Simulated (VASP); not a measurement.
# C (P-1) in VASP: single point with LDA

Aim: the single point of C with LDA.

Program: VASP 6.6.1. These are calculated values, not measurements. Logs are shortened: lines on timing, memory, paths and dates and some standing lists are left out, and cuts for length are marked.

## Step 1: The cell of the first run

The typed cell holds 8 atoms: a = 2.444 Å, b = 2.444 Å, c = 13.569 Å, α = 82.53°, β = 85.41°, γ = 60.03°.

## Step 2: Single point, LDA (the part above a cut slid along it)

INCAR reads:

```
ALGO = Normal
EDIFF = 1E-6
ENCUT = 520
ISIF = 2
ISMEAR = 0
LASPH = True
LCHARG = False
LREAL = False
LWAVE = False
NBANDS = 26
NELM = 100
PREC = Accurate
SIGMA = 0.03
```

KPOINTS reads:

```
k-points
0
Gamma
  15 15 3
```

POSCAR reads:

```
C
1.0
   -1.2226660053     -2.1164534110      0.0000000000
    1.2226660053     -2.1164534110      0.0000000000
    0.6792588918     -1.6461304308     13.4515291704
C
8
Direct
    0.3194075448      0.2499631004      0.1250000000
    0.7916297670      0.5832964337      0.3750000000
    0.2638519893     -0.0833702330      0.6250000000
    0.7360742115      0.2499631004      0.8750000000
    0.6528146774      0.5833702330      0.1250000000
    0.1250368996     -0.0832964337      0.3750000000
    0.5972591219      0.2500368996      0.6250000000
    0.0694813441     -0.4166297670      0.8750000000
```

Potentials or basis: VASP PAW LDA potentials, release 64 (C).

On the command line:

```
$ cat potpaw_LDA.64/C/POTCAR > POTCAR
$ mpirun -np 1 vasp_std > vasp.out
```

OUTCAR:

```text
EDIFF = 1E-6
   ENCUT = 520
   ISIF = 2
   ISMEAR = 0
   LASPH = True
   LREAL = False
   NELM = 100
   PREC = Accurate

 ion  position               nearest neighbor table
   1  0.319  0.250  0.125-   5 1.41   5 1.41   5 1.41
   2  0.792  0.583  0.375-   6 1.41   6 1.41   6 1.41
   3  0.264  0.917  0.625-   7 1.41   7 1.41   7 1.41
   4  0.736  0.250  0.875-   8 1.41   8 1.41   8 1.41
   5  0.653  0.583  0.125-   1 1.41   1 1.41   1 1.41
   6  0.125  0.917  0.375-   2 1.41   2 1.41   2 1.41
   7  0.597  0.250  0.625-   3 1.41   3 1.41   3 1.41
   8  0.069  0.583  0.875-   4 1.41   4 1.41   4 1.41

  LATTYP: Found a triclinic cell.
 ALAT       =     2.4442355045
 B/A-ratio  =     1.0000000000
 C/A-ratio  =     5.5112176546
 COS(alpha) =     0.0100533111
 COS(beta)  =     0.0504112978
 COS(gamma) =     0.4995512904

  Lattice vectors:

 A1 = (   1.2226660053,  -2.1164534110,   0.0000000000)
 A2 = (  -1.2226660053,  -2.1164534110,   0.0000000000)
 A3 = (   0.5434071135,  -0.4703229802, -13.4515291704)

Analysis of symmetry for initial positions (statically):
=====================================================================
 Subroutine PRICEL returns:
 Original cell was already a primitive cell.

 Routine SETGRP: Setting up the symmetry group for a
 triclinic supercell.

 Subroutine GETGRP returns: Found  2 space group operations
 (whereof  1 operations were pure point group operations)
 out of a pool of  2 trial point group operations.

The static configuration has the point symmetry C_1 .
 The point group associated with its full space group is S_2 .

Analysis of symmetry for dynamics (positions and initial velocities):
=====================================================================
 Subroutine PRICEL returns:
 Original cell was already a primitive cell.

 Routine SETGRP: Setting up the symmetry group for a
 triclinic supercell.

 Subroutine GETGRP returns: Found  2 space group operations
 (whereof  1 operations were pure point group operations)
 out of a pool of  2 trial point group operations.

The dynamic configuration has the point symmetry C_1 .
 The point group associated with its full space group is S_2 .

 Subroutine INISYM returns: Found  2 space group operations
 (whereof  1 operations are pure point group operations),
 and found     1 'primitive' translations

----------------------------------------------------------------------------------------

                                     Primitive cell

  volume of cell :      69.6175

  direct lattice vectors                    reciprocal lattice vectors
    -1.222666005 -2.116453411  0.000000000    -0.408942424 -0.236244274 -0.008260110
     1.222666005 -2.116453411  0.000000000     0.408942424 -0.236244274 -0.049560660
     0.679258892 -1.646130431 13.451529170     0.000000000  0.000000000  0.074340990

  length of vectors
     2.444235504  2.444235504 13.568889972     0.472348910  0.474870006  0.074340990

  position of ions in fractional coordinates (direct lattice)
     0.319407545  0.249963100  0.125000000
     0.791629767  0.583296434  0.375000000
     0.263851989  0.916629767  0.625000000
     0.736074211  0.249963100  0.875000000
     0.652814677  0.583370233  0.125000000
     0.125036900  0.916703566  0.375000000
     0.597259122  0.250036900  0.625000000
     0.069481344  0.583370233  0.875000000

  ion indices of the primitive-cell ions
   primitive index   ion index
                 1           1
                 2           2
                 3           3
                 4           4
                 5           5
                 6           6
                 7           7
                 8           8

----------------------------------------------------------------------------------------

 KPOINTS: k-points

Automatic generation of k-mesh.
 Grid dimensions read from file:
 generate k-points for:   15   15    3

 Generating k-lattice:

  Cartesian coordinates                     Fractional coordinates (reciprocal lattice)
    -0.027262828 -0.015749618 -0.000550674     0.066666667  0.000000000 -0.000000000
     0.027262828 -0.015749618 -0.003304044     0.000000000  0.066666667  0.000000000
     0.000000000  0.000000000  0.024780330     0.000000000  0.000000000  0.333333333

  Length of vectors
     0.031489927  0.031658000  0.024780330

  Shift w.r.t. Gamma in fractional coordinates (k-lattice)
     0.000000000  0.000000000  0.000000000

 Subroutine IBZKPT returns following result:
 ===========================================

 Found    338 irreducible k-points:

 Following reciprocal coordinates:
            Coordinates               Weight
  0.000000  0.000000  0.000000      1.000000
  0.066667 -0.000000  0.000000      2.000000
  0.133333 -0.000000  0.000000      2.000000
  0.200000 -0.000000  0.000000      2.000000
  0.266667 -0.000000  0.000000      2.000000
  0.333333 -0.000000 -0.000000      2.000000
[... 16 lines left out ...]
 -0.066667  0.066667  0.000000      2.000000
 -0.000000  0.133333  0.000000      2.000000
 [... further k-points ...]
   k-points           NKPTS =    338   k-points in BZ     NKDIM =    338   number of bands    NBANDS=     26
   number of dos      NEDOS =    301   number of ions     NIONS =      8
   total plane-waves  NPLWV =  34992
   dimension x,y,z NGX =    18 NGY =   18 NGZ =  108
   dimension x,y,z NGXF=    36 NGYF=   36 NGZF=  216
   ions per type =               8
   NGX,Y,Z   is equivalent  to a cutoff of  12.24, 12.24, 13.23 a.u.
   NGXF,Y,Z  is equivalent  to a cutoff of  24.49, 24.49, 26.46 a.u.
 SYSTEM =  unknown system
   PREC   = accura    normal or accurate (medium, high low for compatibility)
   ISTART =      0    job   : 0-new  1-cont  2-samecut
   ICHARG =      2    charge: 1-file 2-atom 10-const
   ISPIN  =      1    spin polarized calculation?
   LNONCOLLINEAR =      F non collinear calculations
   LSORBIT =      F    spin-orbit coupling
   LASPH  =      T    aspherical Exc in radial PAW
   ENCUT  =  520.0 eV  38.22 Ry    6.18 a.u.   4.54  4.54 25.23*2*pi/ulx,y,z
   NELM   =    100;   NELMIN=  2; NELMDL= -5     # of ELM steps
   EDIFF  = 0.1E-05   stopping-criterion for ELM
   LREAL  =      F    real-space projection
   EDIFFG = 0.1E-04   stopping-criterion for IOM
   NSW    =      0    number of steps for IOM
   IBRION =     -1    ionic relax: 0-MD 1-quasi-New 2-CG
   NFREE  =      0    steps in history (QN), initial steepest desc. (CG)
   ISIF   =      2    stress and relaxation
   ISYM   =      2    0-nonsym 1-usesym 2-fastsym
   POTIM  = 0.5000    time-step for ionic-motion
   TEBEG  =    0.0;   TEEND  =   0.0 temperature during run
   PSTRESS=    0.0 pullay stress
   NELECT =      32.0000    total number of electrons
   NUPDOWN=      -1.0000    fix difference up-down
   EMIN   =  10.00;   EMAX   =-10.00  energy-range for DOS
   EFERMI =   0.00;   METHOD = LEGACY
   ISMEAR =     0;   SIGMA  =   0.03  broadening in eV -4-tet -1-fermi 0-gaus
   EFERMI_NEDOS =   21; number of points for ismear=-14 and -15
   IALGO  =     38    algorithm
   IMIX   =      4    mixing-type and parameters
     AMIX     =   0.40;   BMIX     =  1.00
     AMIX_MAG =   1.60;   BMIX_MAG =  1.00
  volume/ion in A,a.u.               =       8.70        58.73
  Fermi-wavevector in a.u.,A,eV,Ry     =   1.263433  2.387541 21.718463  1.596262
  Thomas-Fermi vector in A             =   2.396790
   LORBIT       =      0    0 simple, 1 ext, 2 COOP (PROOUT), +10 PAW based schemes
   GGA     = CA    functional components
   LHFCALC =     F    Hartree Fock is set to
   AEXX    =    0.0000 exact exchange contribution
   IVDW    =     0    specifies the selected vdW correction
   LEPSILON=     F    determine dielectric tensor
   LRPA    =     F    only Hartree local field effects (RPA)
 non-spin polarized calculation
 Gauss-broadening in eV      SIGMA  =   0.03
  energy-cutoff  :      520.00
  volume of cell :       69.62
 maximum number of plane-waves:      1908
   NGX =  9   NGY =  9   NGZ = 51

 number of electron      32.0000003 magnetization

 Free energy of the ion-electron system (eV)
  ---------------------------------------------------
  ext. energy  EPLUGINS =         0.00000000
  ---------------------------------------------------
  free energy    TOTEN  =       -80.87559520 eV

  energy without entropy =      -80.87556819  energy(sigma->0) =      -80.87558169

 E-fermi :   4.6785     XC(G=0): -10.7874

 val. band max:        4.6431090299   @ k =  -0.3333   0.3333   0.3333
 cond. band min:       4.7149118702   @ k =  -0.3333   0.3333   0.3333
 fundamental gap:      0.0718028403
 Fermi energy:         4.6785117469

 k-point     1 :       0.0000    0.0000    0.0000
  band No.  band energies     occupation
      1     -14.9437      2.00000
      2     -14.7931      2.00000
      3     -14.7929      2.00000
      4     -14.6314      2.00000
      5      -4.0581      2.00000
      6      -3.1502      2.00000
[... 18 lines left out ...]
     25      13.1711      0.00000
     26      13.1945      0.00000

 k-point     2 :       0.0667   -0.0000    0.0000
  band No.  band energies     occupation
      1     -14.8367      2.00000
      2     -14.6888      2.00000
      3     -14.6851      2.00000
      4     -14.5265      2.00000
      5      -3.9263      2.00000
      6      -3.0331      2.00000
[... 18 lines left out ...]
     25      13.6137      0.00000
     26      13.6199      0.00000

 k-point     3 :       0.1333   -0.0000    0.0000
  band No.  band energies     occupation
      1     -14.5163      2.00000
      2     -14.3731      2.00000
      3     -14.3659      2.00000
      4     -14.2124      2.00000
      5      -3.5322      2.00000
      6      -2.6617      2.00000
[... 572 lines left out ...]
 k-point    23 :      -0.0667    0.0667    0.0000
  band No.  band energies     occupation
      1     -14.6228      2.00000
      2     -14.4841      2.00000
      3     -14.4665      2.00000
      4     -14.3174      2.00000
      5      -3.6620      2.00000
      6      -2.8219      2.00000
[... 18 lines left out ...]
     25      14.3281      0.00000
     26      14.3429      0.00000

 k-point    24 :      -0.0000    0.1333    0.0000
  band No.  band energies     occupation
      1     -14.5150      2.00000
      2     -14.3906      2.00000
      3     -14.3484      2.00000
      4     -14.2140      2.00000
      5      -3.5246      2.00000
      6      -2.7718      2.00000
[... 18 lines left out ...]
     25      14.8649      0.00000
     26      14.8778      0.00000

 [... further k-points ...]

------------------------ aborting loop because EDIFF is reached ----------------------------------------

  FORCE on cell =-STRESS in cart. coord.  units (eV):
  Direction    XX          YY          ZZ          XY          YZ          ZX
  --------------------------------------------------------------------------------------
  -------------------------------------------------------------------------------------
  Total        0.5897587      0.6319344     -0.0298113      0.0145145      0.0424450      0.0636450
  in kB       13.5727156     14.5433481     -0.6860771      0.3340369      0.9768299      1.4647258
  external PRESSURE =       9.1433288 kB  Pullay stress =       0.0000000 kB

 VOLUME and BASIS-vectors are now :
 -----------------------------------------------------------------------------
  energy-cutoff  :      520.00
  volume of cell :       69.62
      direct lattice vectors                 reciprocal lattice vectors
    -1.222666005 -2.116453411  0.000000000    -0.408942424 -0.236244274 -0.008260110
     1.222666005 -2.116453411  0.000000000     0.408942424 -0.236244274 -0.049560660
     0.679258892 -1.646130431 13.451529170     0.000000000  0.000000000  0.074340990

 POSITION                                       TOTAL-FORCE (eV/Angst)
 -----------------------------------------------------------------------------------
      0.00000     -1.41081      1.68144         0.009541      0.001684      0.003744
      0.00000     -3.52727      5.04432         0.000253     -0.002455      0.000187
      1.22267     -3.52727      8.40721        -0.000301     -0.002177      0.000427
     -0.00000     -3.52727     11.77009        -0.008368     -0.012596     -0.010192
      0.00000     -2.82209      1.68144         0.008368      0.012596      0.010192
      1.22267     -2.82209      5.04432         0.000301      0.002177     -0.000427
     -0.00000     -2.82209      8.40721        -0.000253      0.002455     -0.000187
      1.22267     -2.82209     11.77009        -0.009541     -0.001684     -0.003744
 -----------------------------------------------------------------------------------
    total drift:                                0.000000     -0.000000     -0.000000

  FREE ENERGIE OF THE ION-ELECTRON SYSTEM (eV)
  ---------------------------------------------------
  free  energy   TOTEN  =       -80.8755951956 eV

  energy  without entropy=      -80.8755681900  energy(sigma->0) =      -80.87558169
```

It took 8.5 min on 1 thread of Intel Xeon 8259CL, shared host; peak memory 0.46 GiB.

Results:

```
Free energy   : -80.8756 eV
Pressure      : 0.9 GPa
Largest force : 0.018 eV/Å
```

Forces in eV/Å, atoms in the order of the input:
```
C    0.010  0.002  0.004
C    0.000 -0.002  0.000
C    0.000 -0.002  0.000
C   -0.008 -0.013 -0.010
C    0.008  0.013  0.010
C    0.000  0.002  0.000
C    0.000  0.002  0.000
C   -0.010 -0.002 -0.004
```

Caveat: the cell differs from its parent crystal (the part above a cut slid along it).
